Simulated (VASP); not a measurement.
Write the native input for VASP 6.6.1 that does the following.

```
Task                   : single point
Functional             : PBE
Potentials or basis    : VASP PAW PBE potentials, release 64 (Cd, Se)
Cutoff                 : 500 eV
k mesh                 : 6 × 6 × 1
Occupations            : gaussian, width 0.2 eV
Spin                   : no spin polarisation
Dipole correction      : no
Further INCAR settings : ALGO = Normal; EDIFF = 1e-06; NBANDS = 66
```

The structure of CdSe lies in POSCAR:

```
CdSe
1.0
    4.2741720320     -0.0039797015      0.0060433259
   -2.1406919324      3.7043870911     -0.0052245817
    0.0288280528     -0.0109676343     19.9437352810
Cd Se
6 6
Direct
    0.5336554399      0.5330902003      0.2502680521
    0.5306850213      0.5253776946      0.7499235078
   -0.0024056829      0.4540081066      0.4168214303
   -0.0031389982      0.4717082031      0.9166534921
    0.4724690484      0.0062581014      0.0833818357
    0.4681568768      0.0051433634      0.5833382133
    0.5113567535      0.5165158196     -0.0000440199
    0.5187408959      0.5193306196      0.4999727178
    0.4783656445     -0.0036292418      0.3334894527
    0.4859276086     -0.0031845819      0.8331172278
    0.0024778424      0.4890288159      0.1666750911
    0.0037095497      0.4863528992      0.6664029992
```

The input as run:

INCAR

```
  PREC = Accurate
  ENCUT = 500
  EDIFF = 1E-6
  ISMEAR = 0
  SIGMA = 0.2
  LREAL = False
  LASPH = True
  NELM = 120
  ALGO = Normal
  ISIF = 2
  LWAVE = False
  LCHARG = True
  GGA = PE
  LELF = True
  LVHAR = True
  NBANDS = 66
  GGA_COMPAT = False
```

KPOINTS

```
Automatic mesh
0
Gamma
  6 6 1
```

Potentials or basis: VASP PAW PBE potentials, release 64 (Cd, Se).

Launch:

```console
$ cat potpaw_PBE.64/Cd/POTCAR potpaw_PBE.64/Se/POTCAR > POTCAR
$ mpirun -np 1 vasp_std > vasp.out
```

Results of the run:

- Pressure: 0.3 GPa
- Largest force: 0.018 eV/Å
- Band gap on the k mesh: 0.03 eV

Caveat: the smearing spreads over this small gap; semilocal functionals underestimate gaps, and a narrow one can read as zero.

Wall time 7.5 min on 1 thread of Intel(R) Xeon(R) Platinum 8375C CPU @ 2.90GHz (Ice Lake), on a shared host, peak memory 0.55 GiB.
